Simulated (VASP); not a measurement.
A run of VASP 6.6.1:

INCAR

```
SYSTEM = YTe
PREC = Accurate
ENCUT = 520
EDIFF = 1E-6
ISMEAR = 0
SIGMA = 0.15
LREAL = .False.
LASPH = .True.
NELM = 100
ALGO = Normal
ISIF = 2
LWAVE = .False.
LCHARG = .False.
GGA = PS
NBANDS = 16
```

KPOINTS

```
regular mesh
0
Gamma
  16 16 16
  0 0 0
```

Contents of POSCAR:

```
YTe
1.0
    0.0000000000      3.4208752979      2.4185588357
    3.4208752979      0.0000000000      2.4185588357
    3.4208752979      3.4208752979      0.0000000000
Y Te
1 1
Direct
    0.0000000000      0.0000000000      0.0000000000
    0.5000000000      0.5000000000      0.5000000000
```

Potentials or basis: VASP PAW PBE potentials, release 64 (Y_sv, Te).

Launch:

```bash
$ cat potpaw_PBE.64/Y_sv/POTCAR potpaw_PBE.64/Te/POTCAR > POTCAR
$ mpirun -np 1 vasp_std > vasp.out
```

Hardware: 1 thread of Intel(R) Xeon(R) 6975P-C (Granite Rapids) (shared host).

Question: How long does it take, and how much memory?

Answer: Run time: 100 s on 1 thread of Intel(R) Xeon(R) 6975P-C (Granite Rapids) (shared host), peak memory 0.48 GiB. Counts: scf iterations 13, k points 349.
